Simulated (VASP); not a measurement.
A run of VASP 6.6.1:

Contents of INCAR:

```
PREC = Accurate
ENCUT = 600
EDIFF = 1E-7
ISMEAR = -1
SIGMA = 0.15
LREAL = F
LASPH = T
NELM = 100
ALGO = Fast
ISIF = 3
LWAVE = F
LCHARG = F
GGA = PE
IBRION = 2
NSW = 80
EDIFFG = -0.001
```

Contents of KPOINTS:

```
Automatic mesh
0
Gamma
  16 16 14
```

Contents of POSCAR:

```
AlNi
1.0
    2.0428069413     -2.0428126718      0.0000000000
    2.0428069413      2.0428126718      0.0000000000
    0.0000000000      0.0000000000      2.9011416486
Al Ni
1 1
Direct
    0.0000000000      0.0000000000      0.0000000000
    0.5000000000      0.5000000000      0.5000000000
```

Potentials or basis: VASP PAW PBE potentials, release 64 (Al, Ni).

The run is started by

```console
$ cat potpaw_PBE.64/Al/POTCAR potpaw_PBE.64/Ni/POTCAR > POTCAR
$ mpirun -np 1 vasp_std > vasp.out
```

Hardware: 1 thread of Intel(R) Xeon(R) 6975P-C (Granite Rapids) (shared host).

Problem. How long does it take, and how much memory?

Solution. It took 2.2 min on 1 thread of Intel(R) Xeon(R) 6975P-C (Granite Rapids) (shared host), peak memory 0.26 GiB. Counts: scf iterations 72, k points 360, ion steps 10.
